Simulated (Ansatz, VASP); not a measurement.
# TePb: VASP beside Ansatz

File POSCAR:

```
TePb
1.0
    4.0022870000      0.0000000000      0.0000000000
    0.0000000000      4.0022870000      0.0000000000
    0.0000000000      0.0000000000      4.0022870000
Pb Te
1 1
Direct
    0.0000000000      0.0000000000      0.0000000000
    0.5000000000      0.5000000000      0.5000000000
```

File INCAR.step1:

```
SYSTEM = TePb
  ALGO = Normal
  EDIFF = 1E-5
  ENCUT = 520
  GGA = PE
  ISIF = 2
  ISMEAR = -1
  LASPH = .TRUE.
  LCHARG = .FALSE.
  LREAL = .FALSE.
  LWAVE = .TRUE.
  NBANDS = 17
  NELM = 60
  PREC = Accurate
  SIGMA = 0.05
```

The input INCAR.step2:

```
SYSTEM = TePb
  AEXX = 0.25
  ALGO = Normal
  EDIFF = 1E-6
  ENCUT = 520
  ISIF = 2
  ISMEAR = -1
  ISTART = 1
  LASPH = .TRUE.
  LCHARG = .FALSE.
  LHFCALC = .TRUE.
  LMIXTAU = .TRUE.
  LREAL = .FALSE.
  LWAVE = .FALSE.
  METAGGA = R2SCAN
  NBANDS = 17
  NELM = 60
  PREC = Accurate
  PRECFOCK = Normal
  SIGMA = 0.05
```

Contents of KPOINTS:

```
k-points
0
G
  4 4 4
  0 0 0
```

input.yaml

```yaml
crystal:
  lattice:
    - [4.002287, 0.0, 0.0]
    - [0.0, 4.002287, 0.0]
    - [0.0, 0.0, 4.002287]
  atoms:
    - { symbol: Pb, position: [0.0, 0.0, 0.0] }
    - { symbol: Te, position: [0.5, 0.5, 0.5] }
hamiltonian:
  xc: r2scan0
  pseudopotentials: { kind: paw }
kpoints:
  mp_grid: { grid: [4, 4, 4] }
scf:
  occupations: { method: fermi_dirac, width: 0.05 }
output:
  forces: true
  stress: true
  eigenvalues: true
  write_density: true
  write_potential: true
  elf: true
  volumetric_format: npy
```

Alike in both runs: task single point; functional r2SCAN0; k mesh 4 × 4 × 4; occupations fermi-dirac, width 0.05 eV; no spin polarisation.

|  | VASP | Ansatz |
| --- | --- | --- |
| version | VASP 6.6.1 | Ansatz 0.2.0 |
| potentials or method | VASP PAW PBE potentials, release 64 (Pb_d, Te) | Ansatz PAW |
| plane-wave cutoff (eV) | 520 | 500 |
| valence electrons in the cell | 20 | 30 |

Ansatz gave:

| Property | Result |
| --- | --- |
| gap on the k mesh at the Fermi level (eV) | none |
| pressure (GPa) | -0.4 |

Question: What did VASP give for the same quantities?

Answer: gap on the k mesh at the Fermi level (eV): none; pressure (GPa): -0.7.

VASP's potentials were made for PBE, not for r2SCAN0. A gap of «none» marks a metal or a gap that the smearing closes. VASP's potentials hold 20 valence electrons a cell and Ansatz's 30, so a difference there can come from the potentials and not from the codes.

The k mesh is coarse, so the values compare programs but aren't converged. Spin-orbit coupling is off throughout.
